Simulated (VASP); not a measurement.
Write the native input for VASP 6.6.1 that does the following.

```
Task                   : single point
Functional             : PBEsol
Potentials or basis    : VASP PAW PBE potentials, release 64 (Al, P)
Cutoff                 : 400 eV
k mesh                 : 4 × 4 × 1
Occupations            : fermi-dirac, width 0.1 eV
Spin                   : no spin polarisation
Dipole correction      : yes
Further INCAR settings : ALGO = Normal; EDIFF = 1e-06; NBANDS = 16; NELMDL = -8
```

The structure of AlP lies in POSCAR:

```
AlP
1.0
    3.8544390642      0.0000000000      0.0000000000
    1.9272195321      3.3380421470      0.0000000000
    0.0000000000      0.0000000000     18.9339203967
Al P
2 2
Direct
    0.0000000000      0.0000000000      0.3961144783
    0.3333333333      0.3333333333      0.5623313130
    0.3333333333      0.3333333333      0.4376686870
    0.6666666667      0.6666666667      0.6038855217
```

One way to write it, as run:

INCAR

```
  PREC = Accurate
  ENCUT = 400
  EDIFF = 1E-6
  ISMEAR = -1
  SIGMA = 0.1
  LREAL = F
  LASPH = T
  NELM = 120
  ALGO = Normal
  ISIF = 2
  LWAVE = F
  LCHARG = F
  LDIPOL = T
  IDIPOL = 3
  DIPOL = 0.5 0.5 0.500
  GGA = PS
  NBANDS = 16
  GGA_COMPAT = F
  NELMDL = -8
```

KPOINTS

```
Automatic mesh
0
Gamma
  4 4 1
```

Potentials or basis: VASP PAW PBE potentials, release 64 (Al, P).

The run is started by

```bash
$ cat potpaw_PBE.64/Al/POTCAR potpaw_PBE.64/P/POTCAR > POTCAR
$ mpirun -np 1 vasp_std > vasp.out
```

Results of the run:

```yaml
Largest_force: 1.591 eV/Å
Band_gap_on_the_k_mesh: 0.32 eV, indirect (least direct gap 0.59 eV)
```

Caveat: the k points lie up to 0.47 Å⁻¹ apart; the PAW data sets were made with another functional, which shifts forces and pressure a little.

Wall time 38 s on 1 thread of Intel Xeon 6975P-C, with other jobs on the host, peak memory 0.29 GiB.
